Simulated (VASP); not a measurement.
Runs of VASP 6.6.1 on MgCdO. The structure is that of space group P-6m2 (No. 187), or close to it. The cells are those of the table. The cell was built from a structure type or drawn by symmetry, and may not be a known phase.

```csv
task,cell,k mesh,gap on the mesh (eV),pressure (GPa)
single point,"a = 3.884, b = 3.884, c = 4.031 Å, angles 90.0, 90.0, 120.0°, 3 atoms",12 × 12 × 12,none,-0.4
single point,"a = 3.912, b = 3.912, c = 3.896 Å, angles 90.0, 90.0, 120.0°, 3 atoms",6 × 6 × 6,none,(a)
single point,"a = 3.779, b = 3.779, c = 3.700 Å, angles 90.0, 90.0, 120.0°, 3 atoms",6 × 6 × 6,none,10.2
relaxation of cell and atoms,"relaxed from a = 3.779, b = 3.779, c = 3.700 Å, angles 90.0, 90.0, 120.0°, 3 atoms",6 × 6 × 6,none,0.0
```

Alike in all rows: level PBE; potentials or basis VASP PAW PBE potentials, release 64 (Mg_sv, Cd_sv_GW, O); no spin polarisation; cutoff (eV) 750; smearing gaussian 0.1 eV.

Task: Estimate the missing entries.

Result: (a) -0.3.

Caveats: the cell stands under pressure (at least some runs).

A k mesh can miss the band edges, and the runs leave out spin-orbit coupling on Cd.

A gap of «none» marks levels without a gap at the run's occupations.
